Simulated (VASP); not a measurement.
# Sc5Mo (F-43m) in VASP: notebook

Runs on Sc5Mo. Level: PBE. Tasks: single point.

Everything below comes from runs of VASP 6.6.1. Logs are shortened: lines on timing, memory, paths and dates and some standing lists are left out, and cuts for length are marked.

## 1. The cell of the first run

Symmetry: F-43m, No. 216, cubic system. The conventional cell has a = 8.096 Å, b = 8.096 Å, c = 8.096 Å, α = 90.00°, β = 90.00°, γ = 90.00°. Sc (site symmetry 3m) has 1 Mo at 1.94 Å and 3 Sc at 2.55 Å within 2.6 Å. Within 4.4 Å of Sc (site symmetry -43m) lie 12 Sc at 3.33 Å and 6 Mo at 4.05 Å. Within 2.6 Å of Mo (site symmetry -43m) lie 4 Sc at 1.94 Å.

## 2. Single point, PBE

Input file INCAR:

```
SYSTEM = Sc5Mo
PREC = Accurate
ENCUT = 520
EDIFF = 1E-6
ISMEAR = 0
SIGMA = 0.1
LREAL = .False.
LASPH = .True.
NELM = 80
ALGO = Normal
ISIF = 2
LWAVE = .False.
LCHARG = .False.
GGA = PE
NBANDS = 44
```

Input file KPOINTS:

```
Automatic mesh
0
Gamma
  4 4 4
  0 0 0
```

Input file POSCAR:

```
Sc5Mo
1.0
    0.0000000000      4.0478122000      4.0478122000
    4.0478122000      0.0000000000      4.0478122000
    4.0478122000      4.0478122000      0.0000000000
Sc Mo
5 1
Direct
    0.3886810800      0.3886810800      0.3886810800
    0.3886810800      0.3886810800      0.8339567600
    0.3886810800      0.8339567600      0.3886810800
    0.8339567600      0.3886810800      0.3886810800
    0.7500000000      0.7500000000      0.7500000000
    0.2500000000      0.2500000000      0.2500000000
```

Potentials or basis: VASP PAW PBE potentials, release 64 (Sc_sv, Mo_sv).

Started as:

```bash
$ cat potpaw_PBE.64/Sc_sv/POTCAR potpaw_PBE.64/Mo_sv/POTCAR > POTCAR
$ mpirun -np 1 vasp_std > vasp.out
```

OUTCAR:

```text
SYSTEM = Sc5Mo
   PREC = Accurate
   ENCUT = 520
   EDIFF = 1E-6
   ISMEAR = 0
   LREAL = .False.
   LASPH = .True.
   NELM = 80
   ISIF = 2
   GGA = PE

 ion  position               nearest neighbor table
   1  0.389  0.389  0.389-   6 1.94   3 2.55   4 2.55   2 2.55   2 3.18   3 3.18   4 3.18   5 3.33
                             5 3.33   5 3.33
   2  0.389  0.389  0.834-   6 1.94   3 2.55   4 2.55   1 2.55   1 3.18   3 3.18   4 3.18   5 3.33
                             5 3.33   5 3.33
   3  0.389  0.834  0.389-   6 1.94   2 2.55   4 2.55   1 2.55   1 3.18   2 3.18   4 3.18   5 3.33
                             5 3.33   5 3.33
   4  0.834  0.389  0.389-   6 1.94   2 2.55   3 2.55   1 2.55   2 3.18   3 3.18   1 3.18   5 3.33
                             5 3.33   5 3.33
   5  0.750  0.750  0.750-   2 3.33   3 3.33   2 3.33   4 3.33   3 3.33   4 3.33   1 3.33   1 3.33
                             1 3.33   2 3.33   3 3.33   4 3.33
   6  0.250  0.250  0.250-   1 1.94   2 1.94   3 1.94   4 1.94

  LATTYP: Found a face centered cubic cell.
 ALAT       =     8.0956244000

  Lattice vectors:

 A1 = (   0.0000000000,   4.0478122000,   4.0478122000)
 A2 = (   4.0478122000,   0.0000000000,   4.0478122000)
 A3 = (   4.0478122000,   4.0478122000,   0.0000000000)

Analysis of symmetry for initial positions (statically):
=====================================================================
 Subroutine PRICEL returns:
 Original cell was already a primitive cell.

 Routine SETGRP: Setting up the symmetry group for a
 face centered cubic supercell.

 Subroutine GETGRP returns: Found 24 space group operations
 (whereof 24 operations were pure point group operations)
 out of a pool of 48 trial point group operations.

The static configuration has the point symmetry T_d .

Analysis of symmetry for dynamics (positions and initial velocities):
=====================================================================
 Subroutine PRICEL returns:
 Original cell was already a primitive cell.

 Routine SETGRP: Setting up the symmetry group for a
 face centered cubic supercell.

 Subroutine GETGRP returns: Found 24 space group operations
 (whereof 24 operations were pure point group operations)
 out of a pool of 48 trial point group operations.

The dynamic configuration has the point symmetry T_d .

 Subroutine INISYM returns: Found 24 space group operations
 (whereof 24 operations are pure point group operations),
 and found     1 'primitive' translations

----------------------------------------------------------------------------------------

                                     Primitive cell

  volume of cell :     132.6451

  direct lattice vectors                    reciprocal lattice vectors
     0.000000000  4.047812200  4.047812200    -0.123523517  0.123523517  0.123523517
     4.047812200  0.000000000  4.047812200     0.123523517 -0.123523517  0.123523517
     4.047812200  4.047812200  0.000000000     0.123523517  0.123523517 -0.123523517

  length of vectors
     5.724470911  5.724470911  5.724470911     0.213949008  0.213949008  0.213949008

  position of ions in fractional coordinates (direct lattice)
     0.388681080  0.388681080  0.388681080
     0.388681080  0.388681080  0.833956760
     0.388681080  0.833956760  0.388681080
     0.833956760  0.388681080  0.388681080
     0.750000000  0.750000000  0.750000000
     0.250000000  0.250000000  0.250000000

  ion indices of the primitive-cell ions
   primitive index   ion index
                 1           1
                 2           2
                 3           3
                 4           4
                 5           5
                 6           6

----------------------------------------------------------------------------------------

 KPOINTS: Automatic mesh

Automatic generation of k-mesh.
 Grid dimensions read from file:
 generate k-points for:    4    4    4

 Generating k-lattice:

  Cartesian coordinates                     Fractional coordinates (reciprocal lattice)
    -0.030880879  0.030880879  0.030880879     0.250000000  0.000000000  0.000000000
     0.030880879 -0.030880879  0.030880879     0.000000000  0.250000000  0.000000000
     0.030880879  0.030880879 -0.030880879     0.000000000  0.000000000  0.250000000

  Length of vectors
     0.053487252  0.053487252  0.053487252

  Shift w.r.t. Gamma in fractional coordinates (k-lattice)
     0.000000000  0.000000000  0.000000000

 Subroutine IBZKPT returns following result:
 ===========================================

 Found      8 irreducible k-points:

 Following reciprocal coordinates:
            Coordinates               Weight
  0.000000  0.000000  0.000000      1.000000
  0.250000  0.000000  0.000000      8.000000
  0.500000  0.000000  0.000000      4.000000
  0.250000  0.250000  0.000000      6.000000
  0.500000  0.250000  0.000000     24.000000
 -0.250000  0.250000  0.000000     12.000000
  0.500000  0.500000  0.000000      3.000000
 -0.250000  0.500000  0.250000      6.000000
   k-points           NKPTS =      8   k-points in BZ     NKDIM =      8   number of bands    NBANDS=     44
   number of dos      NEDOS =    301   number of ions     NIONS =      6
   total plane-waves  NPLWV = 110592
   dimension x,y,z NGX =    48 NGY =   48 NGZ =   48
   dimension x,y,z NGXF=    96 NGYF=   96 NGZF=   96
   ions per type =               5   1
   NGX,Y,Z   is equivalent  to a cutoff of  13.94, 13.94, 13.94 a.u.
   NGXF,Y,Z  is equivalent  to a cutoff of  27.88, 27.88, 27.88 a.u.
 SYSTEM =  Sc5Mo
   PREC   = accura    normal or accurate (medium, high low for compatibility)
   ISTART =      0    job   : 0-new  1-cont  2-samecut
   ICHARG =      2    charge: 1-file 2-atom 10-const
   ISPIN  =      1    spin polarized calculation?
   LNONCOLLINEAR =      F non collinear calculations
   LSORBIT =      F    spin-orbit coupling
   LASPH  =      T    aspherical Exc in radial PAW
   ENCUT  =  520.0 eV  38.22 Ry    6.18 a.u.  10.64 10.64 10.64*2*pi/ulx,y,z
   NELM   =     80;   NELMIN=  2; NELMDL= -5     # of ELM steps
   EDIFF  = 0.1E-05   stopping-criterion for ELM
   LREAL  =      F    real-space projection
   EDIFFG = 0.1E-04   stopping-criterion for IOM
   NSW    =      0    number of steps for IOM
   IBRION =     -1    ionic relax: 0-MD 1-quasi-New 2-CG
   NFREE  =      0    steps in history (QN), initial steepest desc. (CG)
   ISIF   =      2    stress and relaxation
   ISYM   =      2    0-nonsym 1-usesym 2-fastsym
   POTIM  = 0.5000    time-step for ionic-motion
   TEBEG  =    0.0;   TEEND  =   0.0 temperature during run
   PSTRESS=    0.0 pullay stress
   NELECT =      69.0000    total number of electrons
   NUPDOWN=      -1.0000    fix difference up-down
   EMIN   =  10.00;   EMAX   =-10.00  energy-range for DOS
   EFERMI =   0.00;   METHOD = LEGACY
   ISMEAR =     0;   SIGMA  =   0.10  broadening in eV -4-tet -1-fermi 0-gaus
   EFERMI_NEDOS =   21; number of points for ismear=-14 and -15
   IALGO  =     38    algorithm
   IMIX   =      4    mixing-type and parameters
     AMIX     =   0.40;   BMIX     =  1.00
     AMIX_MAG =   1.60;   BMIX_MAG =  1.00
  volume/ion in A,a.u.               =      22.11       149.19
  Fermi-wavevector in a.u.,A,eV,Ry     =   1.316621  2.488053 23.585582  1.733491
  Thomas-Fermi vector in A             =   2.446720
   LORBIT       =      0    0 simple, 1 ext, 2 COOP (PROOUT), +10 PAW based schemes
   GGA     = PE    functional components
   LHFCALC =     F    Hartree Fock is set to
   AEXX    =    0.0000 exact exchange contribution
   IVDW    =     0    specifies the selected vdW correction
   LEPSILON=     F    determine dielectric tensor
   LRPA    =     F    only Hartree local field effects (RPA)
 non-spin polarized calculation
 Gauss-broadening in eV      SIGMA  =   0.10
  energy-cutoff  :      520.00
  volume of cell :      132.65
 maximum number of plane-waves:      3591
 NGX is ok and might be reduce to    48
   NGX = 21   NGY = 21   NGZ = 21

 number of electron      69.0000005 magnetization

 Free energy of the ion-electron system (eV)
  ---------------------------------------------------
  ext. energy  EPLUGINS =         0.00000000
  ---------------------------------------------------
  free energy    TOTEN  =       -27.77827701 eV

  energy without entropy =      -27.74151131  energy(sigma->0) =      -27.75989416

 E-fermi :   4.4992     XC(G=0):  -9.9594

 val. band max:        4.4105634125   @ k =   0.2500   0.0000   0.0000
 cond. band min:       4.5640560709   @ k =   0.5000   0.2500   0.0000
 fundamental gap:      0.1534926584
 Fermi energy:         4.4992461209

 k-point     1 :       0.0000    0.0000    0.0000
  band No.  band energies     occupation
      1     -56.5621      2.00000
      2     -45.3701      2.00000
      3     -44.2368      2.00000
      4     -44.2368      2.00000
      5     -44.2368      2.00000
      6     -44.1800      2.00000
[... 36 lines left out ...]
     43       7.2381      0.00000
     44       7.2381      0.00000

 k-point     2 :       0.2500    0.0000    0.0000
  band No.  band energies     occupation
      1     -56.5618      2.00000
      2     -45.3700      2.00000
      3     -44.3997      2.00000
      4     -44.2369      2.00000
      5     -44.2369      2.00000
      6     -44.0106      2.00000
[... 36 lines left out ...]
     43       7.0488      0.00000
     44       7.0530      0.00000

 k-point     3 :       0.5000    0.0000    0.0000
  band No.  band energies     occupation
      1     -56.5614      2.00000
      2     -45.3699      2.00000
      3     -44.4758      2.00000
      4     -44.2370      2.00000
      5     -44.2370      2.00000
      6     -43.9279      2.00000
[... 36 lines left out ...]
     43       6.9306      0.00000
     44       6.9758      0.00000

 k-point     4 :       0.2500    0.2500    0.0000
  band No.  band energies     occupation
      1     -56.5616      2.00000
      2     -45.3699      2.00000
      3     -44.4282      2.00000
      4     -44.2370      2.00000
      5     -44.2370      2.00000
      6     -43.9798      2.00000
[... 36 lines left out ...]
     43       6.6987      0.00000
     44       7.1047      0.00000

 k-point     5 :       0.5000    0.2500    0.0000
  band No.  band energies     occupation
      1     -56.5613      2.00000
      2     -45.3698      2.00000
      3     -44.4965      2.00000
      4     -44.2372      2.00000
      5     -44.2372      2.00000
      6     -43.9049      2.00000
[... 36 lines left out ...]
     43       6.7714      0.00000
     44       7.1385      0.00000

 k-point     6 :      -0.2500    0.2500    0.0000
  band No.  band energies     occupation
      1     -56.5614      2.00000
      2     -45.3698      2.00000
      3     -44.4758      2.00000
      4     -44.2372      2.00000
      5     -44.2370      2.00000
      6     -43.9278      2.00000
[... 36 lines left out ...]
     43       6.9929      0.00000
     44       7.0865      0.00000

 k-point     7 :       0.5000    0.5000    0.0000
  band No.  band energies     occupation
      1     -56.5612      2.00000
      2     -45.3697      2.00000
      3     -44.5157      2.00000
      4     -44.2373      2.00000
      5     -44.2373      2.00000
      6     -43.8834      2.00000
[... 36 lines left out ...]
     43       6.6202      0.00000
     44       7.1626      0.00000

 k-point     8 :      -0.2500    0.5000    0.2500
  band No.  band energies     occupation
      1     -56.5612      2.00000
      2     -45.3697      2.00000
      3     -44.5157      2.00000
      4     -44.2373      2.00000
      5     -44.2372      2.00000
      6     -43.8834      2.00000
[... 36 lines left out ...]
     43       6.6762      0.00000
     44       6.8751      0.00000

------------------------ aborting loop because EDIFF is reached ----------------------------------------

  FORCE on cell =-STRESS in cart. coord.  units (eV):
  Direction    XX          YY          ZZ          XY          YZ          ZX
  --------------------------------------------------------------------------------------
  -------------------------------------------------------------------------------------
  Total       34.3111428     34.3111428     34.3111428     -0.0000000      0.0000000      0.0000000
  in kB      414.4333582    414.4333582    414.4333582     -0.0000000      0.0000000      0.0000000
  external PRESSURE =     414.4333582 kB  Pullay stress =       0.0000000 kB

 VOLUME and BASIS-vectors are now :
 -----------------------------------------------------------------------------
  energy-cutoff  :      520.00
  volume of cell :      132.65
      direct lattice vectors                 reciprocal lattice vectors
     0.000000000  4.047812200  4.047812200    -0.123523517  0.123523517  0.123523517
     4.047812200  0.000000000  4.047812200     0.123523517 -0.123523517  0.123523517
     4.047812200  4.047812200  0.000000000     0.123523517  0.123523517 -0.123523517

 POSITION                                       TOTAL-FORCE (eV/Angst)
 -----------------------------------------------------------------------------------
      3.14662      3.14662      3.14662         2.511172      2.511172      2.511172
      4.94901      4.94901      3.14662        -2.511172     -2.511172      2.511172
      4.94901      3.14662      4.94901        -2.511172      2.511172     -2.511172
      3.14662      4.94901      4.94901         2.511172     -2.511172     -2.511172
      6.07172      6.07172      6.07172        -0.000000     -0.000000     -0.000000
      2.02391      2.02391      2.02391        -0.000000     -0.000000     -0.000000
 -----------------------------------------------------------------------------------
    total drift:                                0.000000      0.000000      0.000000

  FREE ENERGIE OF THE ION-ELECTRON SYSTEM (eV)
  ---------------------------------------------------
  free  energy   TOTEN  =       -27.7782770117 eV

  energy  without entropy=      -27.7415113082  energy(sigma->0) =      -27.75989416
```

Run time: 1.9 min. Hardware: 1 thread of Intel Xeon Platinum 8259CL at 2.50GHz (Skylake/Cascade Lake), shared host; peak memory 0.32 GiB.

Results:

```
Free energy   : -27.7783 eV
Pressure      : 41.4 GPa
Largest force : 4.349 eV/Å
```

Forces on the atoms (eV/Å):
```
Sc   2.511  2.511  2.511
Sc  -2.511 -2.511  2.511
Sc  -2.511  2.511 -2.511
Sc   2.511 -2.511 -2.511
Sc   0.000  0.000  0.000
Mo   0.000  0.000  0.000
```

Caveat: forces of over 1 eV/Å act on the atoms, so gaps and moduli don't describe the material at rest.

## 3. Single point, PBE

This run uses another cell than the first one, of 34.86 Å³/atom, 1.577 times its volume.

Input file INCAR:

```
PREC     = Accurate       # precision mode
ENCUT    = 520            # plane-wave cutoff, eV
EDIFF    = 1E-6           # SCF threshold, eV
ISMEAR   = 0              # smearing method
SIGMA    = 0.1            # smearing width, eV
LREAL    = F              # projectors in reciprocal space
LASPH    = T              # aspherical terms in the spheres
NELM     = 80             # most SCF steps
ALGO     = Fast           # electronic algorithm
ISIF     = 2              # what is computed and relaxed
LWAVE    = F              # write WAVECAR
LCHARG   = T              # write CHGCAR
GGA      = PE             # functional
LELF     = T              # ELF
LVHAR    = T            
NBANDS   = 44             # bands
```

Input file KPOINTS:

```
Automatic mesh
0
Gamma
  4 4 4
```

Input file POSCAR:

```
Sc5Mo
1.0
    0.0000000000      4.7111889300      4.7111889300
    4.7111889300      0.0000000000      4.7111889300
    4.7111889300      4.7111889300      0.0000000000
Sc Mo
5 1
Direct
    0.3868251684      0.3868251684      0.3868251684
    0.3868251684      0.3868251684      0.8395244947
    0.3868251684      0.8395244947      0.3868251684
    0.8395244947      0.3868251684      0.3868251684
    0.7500000000      0.7500000000      0.7500000000
    0.2500000000      0.2500000000      0.2500000000
```

Potentials or basis: VASP PAW PBE potentials, release 64 (Sc_sv, Mo_sv).

Started as:

```bash
$ cat potpaw_PBE.64/Sc_sv/POTCAR potpaw_PBE.64/Mo_sv/POTCAR > POTCAR
$ mpirun -np 1 vasp_std > vasp.out
```

Run time: 4.5 min. Hardware: 1 thread of Intel Xeon Platinum 8259CL at 2.50GHz (Skylake/Cascade Lake), shared host; peak memory 0.38 GiB.

The run converged. Its results:

| Quantity | Value |
| --- | --- |
| Free energy | -34.4933 eV |
| Pressure | 0.7 GPa |
| Largest force | 0.209 eV/Å |

Forces in eV/Å, atoms in the order of the input:
```
Sc   0.121  0.121  0.121
Sc  -0.121 -0.121  0.121
Sc  -0.121  0.121 -0.121
Sc   0.121 -0.121 -0.121
Sc   0.000  0.000  0.000
Mo   0.000  0.000  0.000
```

Levels at points of the mesh, in eV from the Fermi level:
| k point | band 30 | band 31 | band 32 | band 33 | band 34 | band 35 | band 36 | band 37 | band 38 | band 39 |
| --- | --- | --- | --- | --- | --- | --- | --- | --- | --- | --- |
| (0.00, 0.00, 0.00) | -1.76 | -1.07 | -0.45 | -0.45 | -0.45 | -0.09 | -0.09 | -0.09 | 0.59 | 0.59 |
| (0.50, 0.00, 0.00) | -1.73 | -1.73 | -0.73 | -0.60 | -0.60 | 0.09 | 0.09 | 0.33 | 0.62 | 0.62 |
| (0.50, 0.50, 0.00) | -1.83 | -1.83 | -0.88 | -0.78 | -0.78 | -0.05 | 0.43 | 0.43 | 0.62 | 0.63 |
